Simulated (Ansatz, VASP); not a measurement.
# Two plane-wave programs on Cu

```
CELL_PARAMETERS angstrom
0.00000 1.79174 1.79174
1.79174 0.00000 1.79174
1.79174 1.79174 0.00000
ATOMIC_POSITIONS crystal
Cu 0.00000 0.00000 0.00000
```

Alike in both runs: task single point; functional PBE; k mesh 12 × 12 × 12; occupations methfessel-paxton of order 1, width 0.05 eV; no spin polarisation.

|  | VASP | Ansatz |
| --- | --- | --- |
| version | VASP 6.6.1 | Ansatz 0.2.0 |
| potentials or method | VASP PAW PBE potentials, release 64 (Cu), cutoff 600 eV | PAW, plane waves, scalar-relativistic |
| valence electrons in the cell | 11 | 19 |

```csv
,VASP,Ansatz,Ansatz less VASP
pressure (GPa),6.4,5.9,-0.58
```

VASP's potentials hold 11 valence electrons a cell and Ansatz's 19, so a difference there can come from the potentials and not from the codes.
